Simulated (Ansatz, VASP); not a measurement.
## One calculation of AlNi, two programs

The input POSCAR:

```
AlNi
1.0
    1.9200181183     -1.9425589801     -0.0037790393
    1.9512319427      1.9735411424      0.0255001712
    0.0173630105      0.0232309344      3.1752880394
Al Ni
1 1
Direct
   -0.0042343019      0.0203536993     -0.0081235684
    0.5000516049      0.4946897599      0.4962920952
```

Contents of INCAR.step1:

```
SYSTEM = AlNi
PREC = Accurate ; ENCUT = 760
ISMEAR = 0 ; SIGMA = 0.1
LREAL = .False. ; LASPH = .True.
NELM = 120 ; NBANDS = 18
GGA = PE ; ALGO = Normal
EDIFF = 1E-5 ; LWAVE = .True.
LCHARG = .False. ; GGA_COMPAT = .False.
```

File INCAR.step2:

```
SYSTEM = AlNi
PREC = Accurate ; ENCUT = 760
EDIFF = 1E-6 ; ISMEAR = 0
SIGMA = 0.1 ; LREAL = .False.
LASPH = .True. ; NELM = 120
ALGO = Normal ; ISIF = 2
LWAVE = .False. ; LCHARG = .True.
METAGGA = R2SCAN ; LMIXTAU = .True.
LELF = .True. ; LVHAR = .True.
NBANDS = 18 ; ISTART = 1
GGA_COMPAT = .False.
```

KPOINTS

```
Automatic mesh
0
Gamma
  1 1 1
  0 0 0
```

Input for Ansatz:

```yaml
crystal:
  lattice:
    - [1.9200181183, -1.9425589801, -0.0037790393]
    - [1.9512319427, 1.9735411424, 0.0255001712]
    - [0.0173630105, 0.0232309344, 3.1752880394]
  atoms:
    - { symbol: Al, position: [-0.0042343019, 0.0203536993, -0.0081235684] }
    - { symbol: Ni, position: [0.5000516049, 0.4946897599, 0.4962920952] }
basis:
  ecutwfc: 500
kpoints:
  mp_grid: { grid: [1, 1, 1] }
hamiltonian:
  xc: r2scan
scf:
  occupations: { method: gaussian, width: 0.1 }
output:
  forces: true
  stress: true
  eigenvalues: true
```

Change from the starting cell: kmesh displaced: [1, 1, 1] Gamma-centred.

Alike in both runs: task single point; functional r2SCAN; k mesh 1 × 1 × 1; occupations gaussian, width 0.1 eV; no spin polarisation.

|  | VASP | Ansatz |
| --- | --- | --- |
| version | VASP 6.6.1 | Ansatz 0.2.0 |
| potentials or method | VASP PAW PBE potentials, release 64 (Al, Ni_sv_GW), cutoff 760 eV | scalar-relativistic, plane waves, PAW |
| valence electrons in the cell | 21 | 21 |

```csv
,VASP,Ansatz,Ansatz less VASP
pressure (GPa),-8.2,-7.7,+0.53
"traceless stress, the component that is largest in VASP (GPa)",116.22,116.23,+0.012
rms of the force components (eV/Å),0.058,0.055,-0.0032
```

VASP's potentials were made for PBE, not for r2SCAN. Atom by atom the forces differ by 0.003 eV/Å (rms over components). The functional is the same, so the differences come from potentials, cutoffs and numerics.

The k mesh is coarse, so the values compare programs but aren't converged.
